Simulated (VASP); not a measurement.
# WC (P1) in VASP: single point with PBEsol

Aim: the single point of WC with PBEsol.

Everything below comes from runs of VASP 6.6.1. Logs are shortened: lines on timing, memory, paths and dates and some standing lists are left out, and cuts for length are marked.

### Step 1. The cell of the first run

The typed cell holds 2 atoms: a = 3.101 Å, b = 3.101 Å, c = 3.101 Å, α = 60.00°, β = 60.00°, γ = 60.00°.

### Step 2. Single point, PBEsol

Input file INCAR:

```
SYSTEM = WC
PREC = Accurate
ENCUT = 520
EDIFF = 1E-7
ISMEAR = 1
SIGMA = 0.1
LREAL = .FALSE.
LASPH = .TRUE.
NELM = 80
ALGO = Normal
ISIF = 2
LWAVE = .FALSE.
LCHARG = .FALSE.
GGA = PS
NBANDS = 16
```

Input file KPOINTS:

```
Automatic mesh
0
G
  6 6 6
  0 0 0
```

Input file POSCAR:

```
WC
1.0
    0.0000000000      2.1926840000      2.1926840000
    2.1926840000      0.0000000000      2.1926840000
    2.1926840000      2.1926840000      0.0000000000
W C
1 1
Direct
    0.0016161340     -0.0338531879      0.0677592690
    0.3874456721      0.5669607372      0.5129768001
```

Potentials or basis: VASP PAW PBE potentials, release 64 (W_sv, C).

On the command line:

```bash
> cat potpaw_PBE.64/W_sv/POTCAR potpaw_PBE.64/C/POTCAR > POTCAR
> mpirun -np 1 vasp_std > vasp.out
```

OUTCAR:

```text
SYSTEM = WC
   PREC = Accurate
   ENCUT = 520
   EDIFF = 1E-7
   ISMEAR = 1
   LREAL = .FALSE.
   LASPH = .TRUE.
   NELM = 80
   ISIF = 2
   GGA = PS

 ion  position               nearest neighbor table
   1  0.002  0.966  0.068-   2 1.83   2 2.12   2 2.20   2 2.25   2 2.32   2 2.57
   2  0.387  0.567  0.513-   1 1.83   1 2.12   1 2.20   1 2.25   1 2.32   1 2.57

  LATTYP: Found a face centered cubic cell.
 ALAT       =     4.3853680000

  Lattice vectors:

 A1 = (   0.0000000000,   2.1926840000,   2.1926840000)
 A2 = (   2.1926840000,   0.0000000000,   2.1926840000)
 A3 = (   2.1926840000,   2.1926840000,   0.0000000000)

Analysis of symmetry for initial positions (statically):
=====================================================================
 Subroutine PRICEL returns:
 Original cell was already a primitive cell.

 Routine SETGRP: Setting up the symmetry group for a
 face centered cubic supercell.

 Subroutine GETGRP returns: Found  1 space group operations
 (whereof  1 operations were pure point group operations)
 out of a pool of 48 trial point group operations.

The static configuration has the point symmetry C_1 .

Analysis of symmetry for dynamics (positions and initial velocities):
=====================================================================
 Subroutine PRICEL returns:
 Original cell was already a primitive cell.

 Routine SETGRP: Setting up the symmetry group for a
 face centered cubic supercell.

 Subroutine GETGRP returns: Found  1 space group operations
 (whereof  1 operations were pure point group operations)
 out of a pool of 48 trial point group operations.

The dynamic configuration has the point symmetry C_1 .

 Subroutine INISYM returns: Found  1 space group operations
 (whereof  1 operations are pure point group operations),
 and found     1 'primitive' translations

----------------------------------------------------------------------------------------

                                     Primitive cell

  volume of cell :      21.0842

  direct lattice vectors                    reciprocal lattice vectors
     0.000000000  2.192684000  2.192684000    -0.228031034  0.228031034  0.228031034
     2.192684000  0.000000000  2.192684000     0.228031034 -0.228031034  0.228031034
     2.192684000  2.192684000  0.000000000     0.228031034  0.228031034 -0.228031034

  length of vectors
     3.100923451  3.100923451  3.100923451     0.394961337  0.394961337  0.394961337

  position of ions in fractional coordinates (direct lattice)
     0.001616134  0.966146812  0.067759269
     0.387445672  0.566960737  0.512976800

  ion indices of the primitive-cell ions
   primitive index   ion index
                 1           1
                 2           2

----------------------------------------------------------------------------------------

 KPOINTS: Automatic mesh

Automatic generation of k-mesh.
 Grid dimensions read from file:
 generate k-points for:    6    6    6

 Generating k-lattice:

  Cartesian coordinates                     Fractional coordinates (reciprocal lattice)
    -0.038005172  0.038005172  0.038005172     0.166666667  0.000000000  0.000000000
     0.038005172 -0.038005172  0.038005172     0.000000000  0.166666667  0.000000000
     0.038005172  0.038005172 -0.038005172     0.000000000  0.000000000  0.166666667

  Length of vectors
     0.065826889  0.065826889  0.065826889

  Shift w.r.t. Gamma in fractional coordinates (k-lattice)
     0.000000000  0.000000000  0.000000000

 Subroutine IBZKPT returns following result:
 ===========================================

 Found    112 irreducible k-points:

 Following reciprocal coordinates:
            Coordinates               Weight
  0.000000  0.000000  0.000000      1.000000
  0.166667  0.000000  0.000000      2.000000
  0.000000  0.166667  0.000000      2.000000
  0.000000  0.000000  0.166667      2.000000
  0.166667  0.166667  0.166667      2.000000
  0.333333  0.000000  0.000000      2.000000
[... 16 lines left out ...]
  0.166667 -0.166667 -0.166667      2.000000
  0.333333  0.333333  0.166667      2.000000
 [... further k-points ...]
   k-points           NKPTS =    112   k-points in BZ     NKDIM =    112   number of bands    NBANDS=     16
   number of dos      NEDOS =    301   number of ions     NIONS =      2
   total plane-waves  NPLWV =  13824
   dimension x,y,z NGX =    24 NGY =   24 NGZ =   24
   dimension x,y,z NGXF=    48 NGYF=   48 NGZF=   48
   ions per type =               1   1
   NGX,Y,Z   is equivalent  to a cutoff of  12.87, 12.87, 12.87 a.u.
   NGXF,Y,Z  is equivalent  to a cutoff of  25.73, 25.73, 25.73 a.u.
 SYSTEM =  WC
   PREC   = accura    normal or accurate (medium, high low for compatibility)
   ISTART =      0    job   : 0-new  1-cont  2-samecut
   ICHARG =      2    charge: 1-file 2-atom 10-const
   ISPIN  =      1    spin polarized calculation?
   LNONCOLLINEAR =      F non collinear calculations
   LSORBIT =      F    spin-orbit coupling
   LASPH  =      T    aspherical Exc in radial PAW
   ENCUT  =  520.0 eV  38.22 Ry    6.18 a.u.   5.77  5.77  5.77*2*pi/ulx,y,z
   NELM   =     80;   NELMIN=  2; NELMDL= -5     # of ELM steps
   EDIFF  = 0.1E-06   stopping-criterion for ELM
   LREAL  =      F    real-space projection
   EDIFFG = 0.1E-05   stopping-criterion for IOM
   NSW    =      0    number of steps for IOM
   IBRION =     -1    ionic relax: 0-MD 1-quasi-New 2-CG
   NFREE  =      0    steps in history (QN), initial steepest desc. (CG)
   ISIF   =      2    stress and relaxation
   ISYM   =      2    0-nonsym 1-usesym 2-fastsym
   POTIM  = 0.5000    time-step for ionic-motion
   TEBEG  =    0.0;   TEEND  =   0.0 temperature during run
   PSTRESS=    0.0 pullay stress
   NELECT =      18.0000    total number of electrons
   NUPDOWN=      -1.0000    fix difference up-down
   EMIN   =  10.00;   EMAX   =-10.00  energy-range for DOS
   EFERMI =   0.00;   METHOD = LEGACY
   ISMEAR =     1;   SIGMA  =   0.10  broadening in eV -4-tet -1-fermi 0-gaus
   EFERMI_NEDOS =   21; number of points for ismear=-14 and -15
   IALGO  =     38    algorithm
   IMIX   =      4    mixing-type and parameters
     AMIX     =   0.40;   BMIX     =  1.00
     AMIX_MAG =   1.60;   BMIX_MAG =  1.00
  volume/ion in A,a.u.               =      10.54        71.14
  Fermi-wavevector in a.u.,A,eV,Ry     =   1.553029  2.934800 32.815887  2.411900
  Thomas-Fermi vector in A             =   2.657319
   LORBIT       =      0    0 simple, 1 ext, 2 COOP (PROOUT), +10 PAW based schemes
   GGA     = PS    functional components
   LHFCALC =     F    Hartree Fock is set to
   AEXX    =    0.0000 exact exchange contribution
   IVDW    =     0    specifies the selected vdW correction
   LEPSILON=     F    determine dielectric tensor
   LRPA    =     F    only Hartree local field effects (RPA)
 non-spin polarized calculation
 Methfessel and Paxton  Order N= 1 SIGMA  =   0.10
  energy-cutoff  :      520.00
  volume of cell :       21.08
 maximum number of plane-waves:       588
   NGX = 11   NGY = 11   NGZ = 11

 number of electron      18.0000000 magnetization

 Free energy of the ion-electron system (eV)
  ---------------------------------------------------
  ext. energy  EPLUGINS =         0.00000000
  ---------------------------------------------------
  free energy    TOTEN  =       -22.21631065 eV

  energy without entropy =      -22.21616003  energy(sigma->0) =      -22.21626044

 E-fermi :  11.8987     XC(G=0): -13.7756

 val. band max:       11.8785922833   @ k =   0.0000   0.0000   0.3333
 cond. band min:      11.9028073730   @ k =   0.5000  -0.1667   0.1667
 fundamental gap:      0.0242150898
 Fermi energy:        11.8986712861

 k-point     1 :       0.0000    0.0000    0.0000
  band No.  band energies     occupation
      1     -62.9675      2.00000
      2     -27.1949      2.00000
      3     -26.9807      2.00000
      4     -26.9556      2.00000
      5      -3.4602      2.00000
      6       7.5252      2.00000
[... 8 lines left out ...]
     15      21.4466      0.00000
     16      34.0716      0.00000

 k-point     2 :       0.1667    0.0000    0.0000
  band No.  band energies     occupation
      1     -62.9581      2.00000
      2     -27.2876      2.00000
      3     -27.0501      2.00000
      4     -26.9844      2.00000
      5      -2.7270      2.00000
      6       6.2457      2.00000
[... 8 lines left out ...]
     15      23.0999      0.00000
     16      30.0720      0.00000

 k-point     3 :       0.0000    0.1667    0.0000
  band No.  band energies     occupation
      1     -62.9580      2.00000
      2     -27.2873      2.00000
      3     -27.0507      2.00000
      4     -26.9861      2.00000
      5      -2.7187      2.00000
      6       6.2002      2.00000
[... 8 lines left out ...]
     15      23.1030      0.00000
     16      30.0704      0.00000

 k-point     4 :       0.0000    0.0000    0.1667
  band No.  band energies     occupation
      1     -62.9579      2.00000
      2     -27.2797      2.00000
      3     -27.0650      2.00000
      4     -26.9844      2.00000
      5      -2.6962      2.00000
      6       6.1516      2.00000
[... 8 lines left out ...]
     15      23.1144      0.00000
     16      30.1560      0.00000

 k-point     5 :       0.1667    0.1667    0.1667
  band No.  band energies     occupation
      1     -62.9580      2.00000
      2     -27.2798      2.00000
      3     -27.0633      2.00000
      4     -26.9848      2.00000
      5      -2.7018      2.00000
      6       6.1554      2.00000
[... 8 lines left out ...]
     15      23.1122      0.00000
     16      30.1170      0.00000

 k-point     6 :       0.3333    0.0000    0.0000
  band No.  band energies     occupation
      1     -62.9392      2.00000
      2     -27.5440      2.00000
      3     -27.1265      2.00000
      4     -27.0218      2.00000
      5      -0.9409      2.00000
      6       4.3202      2.00000
[... 8 lines left out ...]
     15      24.2804      0.00000
     16      26.9799      0.00000

 k-point     7 :       0.0000    0.3333    0.0000
  band No.  band energies     occupation
      1     -62.9390      2.00000
      2     -27.5452      2.00000
      3     -27.1286      2.00000
      4     -27.0241      2.00000
      5      -0.9052      2.00000
      6       4.2656      2.00000
[... 8 lines left out ...]
     15      24.4027      0.00000
     16      27.0521      0.00000

 k-point     8 :       0.0000    0.0000    0.3333
  band No.  band energies     occupation
      1     -62.9388      2.00000
      2     -27.5386      2.00000
      3     -27.1497      2.00000
      4     -27.0242      2.00000
      5      -0.8039      2.00000
      6       4.1538      2.00000
[... 8 lines left out ...]
     15      24.7036      0.00000
     16      27.0894      0.00000

 k-point     9 :       0.3333    0.3333    0.3333
  band No.  band energies     occupation
      1     -62.9388      2.00000
      2     -27.5373      2.00000
      3     -27.1477      2.00000
      4     -27.0240      2.00000
      5      -0.8295      2.00000
      6       4.1774      2.00000
[... 8 lines left out ...]
     15      24.6229      0.00000
     16      27.1269      0.00000
[... 172 lines left out ...]
 k-point    19 :       0.1667    0.0000    0.3333
  band No.  band energies     occupation
      1     -62.9386      2.00000
      2     -27.5265      2.00000
      3     -27.1245      2.00000
      4     -27.0675      2.00000
      5      -1.1326      2.00000
      6       4.6888      2.00000
[... 8 lines left out ...]
     15      25.5477      0.00000
     16      27.0833      0.00000

 k-point    20 :       0.1667    0.1667   -0.1667
  band No.  band energies     occupation
      1     -62.9390      2.00000
      2     -27.4190      2.00000
      3     -27.2113      2.00000
      4     -27.0730      2.00000
      5      -1.2610      2.00000
      6       4.7432      2.00000
[... 8 lines left out ...]
     15      24.7181      0.00000
     16      26.6975      0.00000

 k-point    21 :       0.3333    0.1667    0.3333
  band No.  band energies     occupation
      1     -62.9386      2.00000
      2     -27.5251      2.00000
      3     -27.1233      2.00000
      4     -27.0673      2.00000
      5      -1.1437      2.00000
      6       4.6574      2.00000
[... 8 lines left out ...]
     15      25.3858      0.00000
     16      26.9034      0.00000

 k-point    22 :       0.1667    0.3333    0.0000
  band No.  band energies     occupation
      1     -62.9391      2.00000
      2     -27.4270      2.00000
      3     -27.1987      2.00000
      4     -27.0730      2.00000
      5      -1.2981      2.00000
      6       4.8682      2.00000
[... 8 lines left out ...]
     15      25.0382      0.00000
     16      26.8796      0.00000

 k-point    23 :       0.1667   -0.1667   -0.1667
  band No.  band energies     occupation
      1     -62.9392      2.00000
      2     -27.4341      2.00000
      3     -27.2033      2.00000
      4     -27.0569      2.00000
      5      -1.3016      2.00000
      6       4.7955      2.00000
[... 8 lines left out ...]
     15      24.3883      0.00000
     16      26.7126      0.00000

 k-point    24 :       0.3333    0.3333    0.1667
  band No.  band energies     occupation
      1     -62.9390      2.00000
      2     -27.4179      2.00000
      3     -27.2096      2.00000
      4     -27.0735      2.00000
      5      -1.2719      2.00000
      6       4.7321      2.00000
[... 8 lines left out ...]
     15      24.5530      0.00000
     16      26.6900      0.00000

 [... further k-points ...]
[... 5 lines left out ...]
  --------------------------------------------------------------------------------------
  -------------------------------------------------------------------------------------
  Total       -1.1141640      8.7986043     -0.8643081      1.0917099     -0.2217555      0.0690210
  in kB      -84.6645417    668.5997793    -65.6781670     82.9582683    -16.8510448      5.2448607
  external PRESSURE =     172.7523569 kB  Pullay stress =       0.0000000 kB

 VOLUME and BASIS-vectors are now :
 -----------------------------------------------------------------------------
  energy-cutoff  :      520.00
  volume of cell :       21.08
      direct lattice vectors                 reciprocal lattice vectors
     0.000000000  2.192684000  2.192684000    -0.228031034  0.228031034  0.228031034
     2.192684000  0.000000000  2.192684000     0.228031034 -0.228031034  0.228031034
     2.192684000  2.192684000  0.000000000     0.228031034  0.228031034 -0.228031034

 POSITION                                       TOTAL-FORCE (eV/Angst)
 -----------------------------------------------------------------------------------
      2.26703      0.15212      2.12200         0.168119     -5.062438     -0.154599
      2.36796      1.97434      2.09271        -0.168119      5.062438      0.154599
 -----------------------------------------------------------------------------------
    total drift:                                0.000026      0.000013      0.000005

  FREE ENERGIE OF THE ION-ELECTRON SYSTEM (eV)
  ---------------------------------------------------
  free  energy   TOTEN  =       -22.2163106467 eV

  energy  without entropy=      -22.2161600281  energy(sigma->0) =      -22.21626044
```

It took 14 s on 1 thread of Intel Xeon 6975P-C (Granite Rapids), shared host; peak memory 0.16 GiB.

Results:

- Free energy: -22.2163 eV
- Pressure: 17.3 GPa
- Largest force: 5.068 eV/Å
- Band gap on the k mesh: zero (band 9 reaches 12.97 eV, above the bottom of band 10 at 10.28 eV)

Forces in eV/Å, atoms in the order of the input:
```
W    0.168 -5.062 -0.155
C   -0.168  5.062  0.155
```

Stress tensor (GPa, compression positive):
```
-8.47  8.30  0.52
 8.30 66.86 -1.69
 0.52 -1.69 -6.57
```

Caveat: the k points lie up to 0.41 Å⁻¹ apart; the PAW data sets were made with another functional, which shifts forces and pressure a little; spin-orbit coupling is left out, which moves the levels of the heavy elements.
